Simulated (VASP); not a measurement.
# Ca2Zr2N (P6/mmm) in VASP: further runs, part 3 of 3

VASP 6.6.1. The steps go on from the part before.

## 5. Relaxation of cell and atoms, PBE

Input file INCAR:

```
PREC = Accurate
ENCUT = 600
EDIFF = 1E-7
ISMEAR = 0
SIGMA = 0.1
LREAL = False
LASPH = True
NELM = 60
ALGO = Normal
ISIF = 3
LWAVE = False
LCHARG = False
GGA = PE
IBRION = 2
NSW = 90
EDIFFG = -0.04
```

Input file KPOINTS:

```
Automatic mesh
0
Gamma
  6 6 4
```

Input file POSCAR:

```
Ca2Zr2N
1.0
    4.0284186100      0.0000000000      0.0000000000
   -2.0142093000      3.4887128500      0.0000000000
    0.0000000000      0.0000000000      6.7392016900
Ca Zr N
2 2 1
Direct
    0.0000000000      0.0000000000      0.7465140600
    0.0000000000      0.0000000000      0.2534859400
    0.3333333300      0.6666666700      0.5000000000
    0.6666666700      0.3333333300      0.5000000000
    0.0000000000      0.0000000000      0.5000000000
```

Potentials or basis: VASP PAW PBE potentials, release 64 (Ca_sv, Zr_sv, N).

The run is started by

```bash
> cat potpaw_PBE.64/Ca_sv/POTCAR potpaw_PBE.64/Zr_sv/POTCAR potpaw_PBE.64/N/POTCAR > POTCAR
> mpirun -np 1 vasp_std > vasp.out
```

OUTCAR:

```text
PREC = Accurate
   ENCUT = 600
   EDIFF = 1E-7
   ISMEAR = 0
   LREAL = False
   LASPH = True
   NELM = 60
   ISIF = 3
   GGA = PE
   IBRION = 2
   NSW = 90
   EDIFFG = -0.04

 ion  position               nearest neighbor table
   1  0.000  0.000  0.747-   5 1.66   4 2.86   3 2.86   3 2.86   4 2.86   4 2.86   3 2.86
   2  0.000  0.000  0.253-   5 1.66   4 2.86   3 2.86   3 2.86   4 2.86   4 2.86   3 2.86
   3  0.333  0.667  0.500-   4 2.33   5 2.33   4 2.33   5 2.33   5 2.33   4 2.33   1 2.86   2 2.86
                             1 2.86   2 2.86   1 2.86   2 2.86
   4  0.667  0.333  0.500-   3 2.33   5 2.33   3 2.33   5 2.33   5 2.33   3 2.33   1 2.86   2 2.86
                             2 2.86   1 2.86   2 2.86   1 2.86
   5  0.000  0.000  0.500-   1 1.66   2 1.66   3 2.33   4 2.33   3 2.33   4 2.33   4 2.33   3 2.33

  LATTYP: Found a hexagonal cell.
 ALAT       =     4.0284186100
 C/A-ratio  =     1.6729149432

  Lattice vectors:

 A1 = (   4.0284186100,   0.0000000000,   0.0000000000)
 A2 = (  -2.0142093000,   3.4887128500,   0.0000000000)
 A3 = (   0.0000000000,   0.0000000000,   6.7392016900)

Analysis of symmetry for initial positions (statically):
=====================================================================
 Subroutine PRICEL returns:
 Original cell was already a primitive cell.

 Routine SETGRP: Setting up the symmetry group for a
 hexagonal supercell.

 Subroutine GETGRP returns: Found 24 space group operations
 (whereof 24 operations were pure point group operations)
 out of a pool of 24 trial point group operations.

The static configuration has the point symmetry D_6h.

Analysis of symmetry for dynamics (positions and initial velocities):
=====================================================================
 Subroutine PRICEL returns:
 Original cell was already a primitive cell.

 Routine SETGRP: Setting up the symmetry group for a
 hexagonal supercell.

 Subroutine GETGRP returns: Found 24 space group operations
 (whereof 24 operations were pure point group operations)
 out of a pool of 24 trial point group operations.

The dynamic configuration has the point symmetry D_6h.

 Subroutine INISYM returns: Found 24 space group operations
 (whereof 24 operations are pure point group operations),
[... 101 lines left out ...]
   NSW    =     90    number of steps for IOM
   IBRION =      2    ionic relax: 0-MD 1-quasi-New 2-CG
   NFREE  =      1    steps in history (QN), initial steepest desc. (CG)
   ISIF   =      3    stress and relaxation
   ISYM   =      2    0-nonsym 1-usesym 2-fastsym
   POTIM  = 0.5000    time-step for ionic-motion
   TEBEG  =    0.0;   TEEND  =   0.0 temperature during run
   PSTRESS=    0.0 pullay stress
   NELECT =      49.0000    total number of electrons
   NUPDOWN=      -1.0000    fix difference up-down
   EMIN   =  10.00;   EMAX   =-10.00  energy-range for DOS
   EFERMI =   0.00;   METHOD = LEGACY
   ISMEAR =     0;   SIGMA  =   0.10  broadening in eV -4-tet -1-fermi 0-gaus
   EFERMI_NEDOS =   21; number of points for ismear=-14 and -15
   IALGO  =     38    algorithm
   IMIX   =      4    mixing-type and parameters
     AMIX     =   0.40;   BMIX     =  1.00
     AMIX_MAG =   1.60;   BMIX_MAG =  1.00
  volume/ion in A,a.u.               =      18.94       127.83
  Fermi-wavevector in a.u.,A,eV,Ry     =   1.314228  2.483531 23.499923  1.727196
  Thomas-Fermi vector in A             =   2.444496
   LORBIT       =      0    0 simple, 1 ext, 2 COOP (PROOUT), +10 PAW based schemes
   GGA     = PE    functional components
   LHFCALC =     F    Hartree Fock is set to
   AEXX    =    0.0000 exact exchange contribution
   IVDW    =     0    specifies the selected vdW correction
   LEPSILON=     F    determine dielectric tensor
   LRPA    =     F    only Hartree local field effects (RPA)
 conjugate gradient relaxation of ions
 non-spin polarized calculation
 Gauss-broadening in eV      SIGMA  =   0.10
  energy-cutoff  :      600.00
  volume of cell :       94.71
 maximum number of plane-waves:      3180
   NGX = 17   NGY = 17   NGZ = 27

--------------------------------------- Ionic step        1  -------------------------------------------

 number of electron      49.0000005 magnetization

 Free energy of the ion-electron system (eV)
  ---------------------------------------------------
  ext. energy  EPLUGINS =         0.00000000
  ---------------------------------------------------
  free energy    TOTEN  =       -16.12919748 eV

  energy without entropy =      -16.11297995  energy(sigma->0) =      -16.12108872

 E-fermi :   6.6797     XC(G=0): -10.0640

 val. band max:        6.6724007649   @ k =   0.3333   0.3333   0.0000
 cond. band min:       6.6909914126   @ k =   0.3333   0.1667   0.5000
 fundamental gap:      0.0185906478
 Fermi energy:         6.6796570577
[... 1462 lines left out ...]
     28       4.2738      0.00085
     29       4.9104      0.00000

[... ionic steps 4 to 14 ...]

--------------------------------------- Ionic step       15  -------------------------------------------

 number of electron      48.9999991 magnetization

------------------------ aborting loop because EDIFF is reached ----------------------------------------
[... 73 lines left out ...]
--------------------------------------- Ionic step       17  -------------------------------------------

 number of electron      48.9999986 magnetization

 Free energy of the ion-electron system (eV)
  ---------------------------------------------------
  ext. energy  EPLUGINS =         0.00000000
  ---------------------------------------------------
  free energy    TOTEN  =       -27.36259285 eV

  energy without entropy =      -27.32409048  energy(sigma->0) =      -27.34334166

 E-fermi :   3.6976     XC(G=0):  -8.5042

 val. band max:        3.6932477720   @ k =   0.5000  -0.0000   0.5000
 cond. band min:       3.7096123821   @ k =   0.3333   0.1667   0.2500
 fundamental gap:      0.0163646102
 Fermi energy:         3.6976424754
[... 702 lines left out ...]
  FREE ENERGIE OF THE ION-ELECTRON SYSTEM (eV)
  ---------------------------------------------------
  free  energy   TOTEN  =       -27.3625928516 eV

  energy  without entropy=      -27.3240904760  energy(sigma->0) =      -27.34334166

 reached required accuracy - stopping structural energy minimisation
```

OSZICAR:

```text
N       E                     dE             d eps       ncg     rms          rms(c)
DAV:   1     0.683169886511E+03    0.68317E+03   -0.27825E+04  1218   0.188E+03
DAV:   2     0.328283008609E+02   -0.65034E+03   -0.63609E+03  1409   0.553E+02
DAV:   3    -0.218594927674E+02   -0.54688E+02   -0.53010E+02  1916   0.138E+02
[... 295 lines left out ...]
DAV:   5    -0.273625697559E+02   -0.46981E-04   -0.92964E-04  1809   0.117E-01    0.783E-02
DAV:   6    -0.273625848279E+02   -0.15072E-04   -0.23613E-04  1459   0.672E-02    0.308E-02
DAV:   7    -0.273625903750E+02   -0.55471E-05   -0.74984E-05  1826   0.419E-02    0.676E-03
DAV:   8    -0.273625919444E+02   -0.15695E-05   -0.93252E-06  1734   0.134E-02    0.427E-03
DAV:   9    -0.273625928532E+02   -0.90880E-06   -0.78215E-07  1385   0.555E-03    0.839E-04
DAV:  10    -0.273625928516E+02    0.16316E-08   -0.76552E-08   800   0.184E-03
  17 F= -.27362593E+02 E0= -.27343342E+02  d E =-.153248E-02
```

CONTCAR:

```text
Ca2Zr2N
   1.00000000000000
     4.4166752113192764    0.0000000005471218   -0.0000000000000000
    -2.2083375997039192    3.8249529287015789    0.0000000000000000
     0.0000000000000000   -0.0000000000000000    8.7346233267943063
  Ca              Zr              N
     2     2     1
Direct
     0.0000000000000000    1.0000000000000000    0.7698481065925790
     0.0000000000000000    0.0000000000000000    0.2301518934074211
     0.3333333300000021    0.6666666699999979    0.5000000000000000
     0.6666666699999979    0.3333333300000021    0.5000000000000000
     0.0000000000000000    0.0000000000000000    0.5000000000000000

  0.00000000E+00  0.00000000E+00  0.00000000E+00
  0.00000000E+00  0.00000000E+00  0.00000000E+00
  0.00000000E+00  0.00000000E+00  0.00000000E+00
  0.00000000E+00  0.00000000E+00  0.00000000E+00
  0.00000000E+00  0.00000000E+00  0.00000000E+00
```

It took 9.2 min on 1 thread of Intel Xeon 6975P-C (Granite Rapids), shared host; peak memory 0.28 GiB.

Results:

* Free energy: -27.3626 eV
* Relaxed volume: 29.51 Å³/atom
* Relaxed cell: a = 4.417 Å, b = 4.417 Å, c = 8.735 Å, α = 90.00°, β = 90.00°, γ = 120.00°
* Space group after relaxing (to 0.05 Å): P6/mmm (No. 191)
* Energy gained by relaxing: 2246.7 meV/atom
* Ionic steps: 17
* Pressure after relaxing: 0.1 GPa
* Largest force after relaxing: 0.022 eV/Å

Forces on the atoms (eV/Å):
```
Ca   0.000  0.000  0.022
Ca   0.000  0.000 -0.022
Zr   0.000  0.000  0.000
Zr   0.000  0.000  0.000
N    0.000  0.000  0.000
```

The path:
```
step  energy change (eV)  largest force (eV/Å)  pressure (GPa)  volume (Å³)
   1              0.0000               19.5161           69.75        94.71
   2             -1.6752                4.0247           -7.52       253.42
   3             -4.1363                3.7397           -7.94       220.85
   4             -5.9927                3.6029           -8.05       197.15
   5            -10.0941                2.7878           -3.09       140.15
   6            -10.3554                0.5320            9.36       116.07
   7            -10.5139                1.9559            1.77       127.20
   8            -10.5362                1.7253            3.02       124.90
   9            -10.5381                1.6548            3.40       124.24
  10            -10.8424                1.3765            0.51       132.88
  11            -10.9859                1.1308           -2.20       143.85
  12            -11.1723                0.3446            0.19       141.02
  13            -11.1881                0.0421            1.25       139.95
  14            -11.2217                0.0339            0.43       144.01
  15            -11.2316                0.0492           -0.41       148.62
  16            -11.2319                0.0451           -0.29       147.95
  17            -11.2334                0.0218            0.09       147.56
```

Final structure:
```
CELL_PARAMETERS angstrom
4.41668 0.00000 0.00000
-2.20834 3.82495 0.00000
0.00000 0.00000 8.73462
ATOMIC_POSITIONS crystal
Ca 0.00000 0.00000 0.76985
Ca 0.00000 0.00000 0.23015
Zr 0.33333 0.66667 0.50000
Zr 0.66667 0.33333 0.50000
N 0.00000 0.00000 0.50000
```

Levels at points of the mesh, in eV from the Fermi level:
| k point | band 20 | band 21 | band 22 | band 23 | band 24 | band 25 | band 26 | band 27 | band 28 | band 29 |
| --- | --- | --- | --- | --- | --- | --- | --- | --- | --- | --- |
| (0.00, 0.00, 0.00) | -3.31 | -2.93 | -0.76 | -0.59 | -0.59 | -0.23 | 0.85 | 1.66 | 1.66 | 2.12 |
| (0.50, 0.00, 0.00) | -3.75 | -1.28 | -1.17 | -0.61 | -0.38 | 0.18 | 0.21 | 0.94 | 1.02 | 1.44 |
| (0.00, 0.00, 0.50) | -3.51 | -2.46 | -1.70 | -0.59 | -0.59 | 0.85 | 0.91 | 1.68 | 2.04 | 2.04 |
| (0.50, 0.00, 0.50) | -3.81 | -1.28 | -1.15 | -0.40 | -0.05 | 0.00 | 0.03 | 0.85 | 0.94 | 1.02 |

Caveat: the volume moved by over 15 % at a fixed basis, so the end points are rough.

## 6. Summary

```tsv
task	cell	k mesh	cutoff (eV)	gap on the mesh (eV)	pressure (GPa)	largest force (eV/Å)
single point	a = 4.028, b = 4.028, c = 6.739 Å, angles 90.0, 90.0, 120.0°, 5 atoms	6 × 6 × 4	520	none	69.8	19.52
single point	a = 4.421, b = 4.421, c = 8.902 Å, angles 90.0, 90.0, 120.0°, 5 atoms	6 × 6 × 4	520	none	0.1	0.02
single point	a = 4.410, b = 4.410, c = 8.952 Å, angles 90.0, 90.0, 120.0°, 5 atoms	12 × 12 × 4	520	none	0.1	0.03
relaxation of cell and atoms	relaxed from a = 4.028, b = 4.028, c = 6.739 Å, angles 90.0, 90.0, 120.0°, 5 atoms	6 × 6 × 4	600	none	0.1	0.02
```

Alike in all rows: level PBE; potentials or basis VASP PAW PBE potentials, release 64 (Ca_sv, Zr_sv, N); no spin polarisation; smearing gaussian 0.1 eV.

Caveats: forces of over 1 eV/Å act on the atoms, so gaps and moduli don't describe the material at rest (some runs); the volume moved by over 15 % at a fixed basis, so the end points are rough (some runs).

Absolute energies hang on the potentials; compare differences alone.
